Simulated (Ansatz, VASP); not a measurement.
## Two plane-wave programs on Sn

```
Sn
1.0
    -1.70016    1.69940    2.29942
     1.70016   -1.69940    2.29942
     1.70016    1.69940   -2.29942
Sn
1
Cartesian
  0.0000 0.0000 0.0000
```

Alike in both runs: functional PBEsol; k mesh 11 × 11 × 11; occupations gaussian, width 0.1 eV; no spin polarisation.

Ansatz relaxed the structure, and its values are those at the end. VASP's run is a single point on that final structure, the one shown.

```csv
,VASP,Ansatz
version,VASP 6.6.1,Ansatz 0.2.0
potentials or method,"VASP PAW PBE potentials, release 64 (Sn_d)","plane waves, PAW"
plane-wave cutoff (eV),520,420
valence electrons in the cell,14,14
```

Ansatz gave:

| Quantity | Value |
| --- | --- |
| pressure (GPa) | 0.0 |

Question: Estimate VASP's values.

Answer: Pressure (GPa): -0.1.

VASP's potentials were made for PBE, not for PBEsol.
